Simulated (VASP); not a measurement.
# Sr: single point with LDA

Crystal: Sr.

```
Sr
1.0
     3.93218    0.00000    0.00000
    -1.96609    3.40536    0.00000
     0.00000    0.00000    6.44053
Sr
2
Direct
  0.33333 0.66667 0.25000
  0.66667 0.33333 0.75000
```

This isn't the form of Sr at room conditions, which is fcc.

| Item | Value |
| --- | --- |
| Program | VASP 6.6.1 |
| Task | single point |
| Functional | LDA |
| Potentials or basis | VASP PAW LDA potentials, release 64 (Sr_sv) |
| Cutoff | 520 eV |
| k mesh | 10 × 10 × 6 |
| Occupations | fermi-dirac, width 0.1 eV |
| Spin | no spin polarisation |
| Dipole correction | no |
| Further INCAR settings | ALGO = Normal; EDIFF = 1e-07; NBANDS = 17 |

The pressure is 2.0 GPa and the band gap on the k mesh is zero (bands 10 and 11 overlap by 0.22 eV).

Stress tensor (GPa, compression positive):
```
1.92 0.00 0.00
0.00 1.92 0.00
0.00 0.00 2.13
```

Levels at points of the mesh, in eV from the Fermi level:
```csv
k point,band 7,band 8,band 9,band 10,band 11,band 12,band 13,band 14
"(0.00, 0.00, 0.00)",-17.85,-17.85,-3.95,-1.27,0.61,2.50,2.52,2.52
"(0.50, 0.00, 0.00)",-17.96,-17.91,-1.10,-0.48,-0.12,0.34,1.64,2.32
"(0.00, 0.00, 0.50)",-17.88,-17.88,-2.78,-2.78,1.39,1.39,2.51,2.51
"(0.50, 0.00, 0.50)",-17.97,-17.97,-0.97,-0.97,0.57,0.57,1.55,1.55
```

Wall time 32 s on 1 thread of Intel(R) Xeon(R) 6975P-C (Granite Rapids), with other jobs on the host, peak memory 0.21 GiB.
